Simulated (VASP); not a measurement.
Write the native input for VASP 6.6.1 that does the following.

```yaml
Task: single point
Functional: PBE
Potentials_or_basis: VASP PAW PBE potentials, release 64 (Zn, Cd, Se)
Cutoff: 520 eV
k_mesh: 6 × 6 × 1
Occupations: gaussian, width 0.1 eV
Spin: no spin polarisation
Dipole_correction: no
Further_INCAR_settings: ALGO = Normal; EDIFF = 1e-06; NBANDS = 66
```

The structure of ZnCd2Se3 lies in POSCAR:

```
ZnCd2Se3
1.0
    4.2601437439     -0.0007014440      0.0017210598
   -2.1307053720      3.6869997883     -0.0019732263
    0.0085084831     -0.0061821847     21.1166631959
Zn Cd Se
2 4 6
Direct
    0.3344635627      0.6690266345      0.6680299896
    0.6661700746      0.3324301088      0.1682412043
    0.3290113642      0.6652678291      0.0062516605
    0.3320198108      0.6656055259      0.3326356025
    0.6714018131      0.3325895729      0.5061520678
    0.6666922887      0.3354801281      0.8325867282
    0.3325113715      0.6655707956      0.1332806594
    0.3378217135      0.6655727550      0.4590614558
    0.3334387271      0.6683643273      0.7857063886
    0.6656319024      0.3324158717      0.2858713218
    0.6681203903      0.3354849737      0.6331130265
    0.6627169814      0.3321914774      0.9590678950
```

The input as run:

INCAR

```
SYSTEM = ZnCd2Se3
  PREC = Accurate
  ENCUT = 520
  EDIFF = 1E-6
  ISMEAR = 0
  SIGMA = 0.1
  LREAL = .False.
  LASPH = .True.
  NELM = 80
  ALGO = Normal
  ISIF = 2
  LWAVE = .False.
  LCHARG = .True.
  GGA = PE
  LELF = .True.
  LVHAR = .True.
  NBANDS = 66
```

KPOINTS

```
regular mesh
0
Gamma
  6 6 1
  0 0 0
```

Potentials or basis: VASP PAW PBE potentials, release 64 (Zn, Cd, Se).

Command:

```sh
$ cat potpaw_PBE.64/Zn/POTCAR potpaw_PBE.64/Cd/POTCAR potpaw_PBE.64/Se/POTCAR > POTCAR
$ mpirun -np 1 vasp_std > vasp.out
```

It gave:

```json
{
  "Pressure": "0.3 GPa",
  "Largest force": "0.022 eV/Å",
  "Band gap on the k mesh": "0.57 eV"
}
```

Caveat: semilocal functionals underestimate gaps, and a narrow one can read as zero.

Run time: 19 min on 1 thread of Intel Xeon 8259CL, with other jobs on the host, peak memory 0.62 GiB.
